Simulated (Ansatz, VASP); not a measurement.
# One calculation of Ni, two programs

```
Ni
1.0
     0.00000    1.75725    1.75725
     1.75725    0.00000    1.75725
     1.75725    1.75725    0.00000
Ni
1
Direct
  0.00000 0.00000 0.00000
```

Alike in both runs: task single point; functional PBE; k mesh 12 × 12 × 12; occupations fermi-dirac, width 0.1 eV; no spin polarisation.

|  | VASP | Ansatz |
| --- | --- | --- |
| version | VASP 6.6.1 | Ansatz 0.2.0 |
| potentials or method | VASP PAW PBE potentials, release 64 (Ni), cutoff 600 eV | plane waves (420 eV) with PAW, scalar-relativistic |
| valence electrons in the cell | 10 | 18 |

Ansatz gave:

| Property | Result |
| --- | --- |
| pressure (GPa) | -0.1 |

Problem. What did VASP give for the same quantities?

Solution. Pressure (GPa): -0.2.

VASP's potentials hold 10 valence electrons a cell and Ansatz's 18, so a difference there can come from the potentials and not from the codes.
